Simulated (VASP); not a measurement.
# H: single point with PBE

The system is H.

```xyz
1
Lattice="2.5450 -0.0070 -0.0009 -0.0070 2.5450 0.0009 -0.0003 0.0003 0.9712" Properties=species:S:1:pos:R:3 pbc="T T T"
H    -0.0002    0.0002    0.4856
```

This cell differs from its parent crystal: strained.

| Item | Value |
| --- | --- |
| Program | VASP 6.6.1 |
| Task | single point |
| Functional | PBE |
| Potentials or basis | VASP PAW PBE potentials, release 64 (H) |
| Cutoff | 520 eV |
| k mesh | 14 × 14 × 34 |
| Occupations | gaussian, width 0.05 eV |
| Spin | no spin polarisation |

The pressure is 3.1 GPa.

Stress tensor (GPa, compression positive):
```
 1.98 -0.01  0.00
-0.01  1.98  0.00
 0.00  0.00  5.36
```

Levels at points of the mesh, in eV from the Fermi level:
```tsv
k point	band 1	band 2	band 3	band 4	band 5
(0.00, 0.00, 0.00)	-11.40	10.84	16.89	16.93	20.00
(0.50, 0.00, 0.00)	-9.68	2.71	17.95	20.25	26.18
(0.50, 0.50, 0.00)	-8.30	6.85	6.95	10.54	42.10
(0.00, 0.00, 0.50)	24.46	31.82	48.45	53.88	56.31
(0.50, 0.00, 0.50)	25.53	34.49	42.40	42.76	56.09
(0.50, 0.50, 0.50)	26.38	36.72	46.45	46.55	46.99
```

It took 34 s on 1 thread of Intel(R) Xeon(R) Platinum 8488C (Sapphire Rapids), on a shared host, peak memory 0.15 GiB.

Caveat: the cell differs from its parent crystal (strained).
